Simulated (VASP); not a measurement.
Wanted: the native input for a VASP 6.6.1 run.

```
Task                   : single point
Functional             : PBE
Potentials or basis    : VASP PAW PBE potentials, release 64 (C, N)
Cutoff                 : 520 eV
k mesh                 : 4 × 4 × 4
Occupations            : gaussian, width 0.1 eV
Spin                   : no spin polarisation
Dipole correction      : no
Further INCAR settings : ALGO = Normal; EDIFF = 1e-06; NBANDS = 26
```

The structure of C7N lies in POSCAR:

```
C7N
1.0
    0.0000000000      3.1024777056      3.1024777056
    3.1024777056      0.0000000000      3.1024777056
    3.1024777056      3.1024777056      0.0000000000
C N
7 1
Direct
    0.5000000000      0.0000000000      0.0000000000
    0.0000000000      0.5000000000      0.5000000000
    0.0000000000      0.5000000000      0.0000000000
    0.5000000000      0.0000000000      0.5000000000
    0.0000000000      0.0000000000      0.5000000000
    0.5000000000      0.5000000000      0.0000000000
    0.5000000000      0.5000000000      0.5000000000
    0.0000000000      0.0000000000      0.0000000000
```

These files were run (other wordings do the same):

INCAR

```
PREC     = Accurate       # precision mode
ENCUT    = 520            # plane-wave cutoff, eV
EDIFF    = 1E-6           # SCF threshold, eV
ISMEAR   = 0              # smearing method
SIGMA    = 0.1            # smearing width, eV
LREAL    = False          # projectors in reciprocal space
LASPH    = True           # aspherical terms in the spheres
NELM     = 100            # most SCF steps
ALGO     = Normal         # electronic algorithm
ISIF     = 2              # what is computed and relaxed
LWAVE    = False          # write WAVECAR
LCHARG   = True           # write CHGCAR
GGA      = PE             # functional
LELF     = True           # ELF
LVHAR    = True         
NBANDS   = 26             # bands
```

KPOINTS

```
regular mesh
0
Gamma
  4 4 4
```

Potentials or basis: VASP PAW PBE potentials, release 64 (C, N).

Run with:

```console
$ cat potpaw_PBE.64/C/POTCAR potpaw_PBE.64/N/POTCAR > POTCAR
$ mpirun -np 1 vasp_std > vasp.out
```

Results of the run:

```json
{"Pressure": "0.0 GPa"}
```

Caveat: the k points lie up to 0.44 Å⁻¹ apart.

Wall time 7.7 s on 1 thread of Intel(R) Xeon(R) 6975P-C (Granite Rapids), on a shared host, peak memory 0.19 GiB.
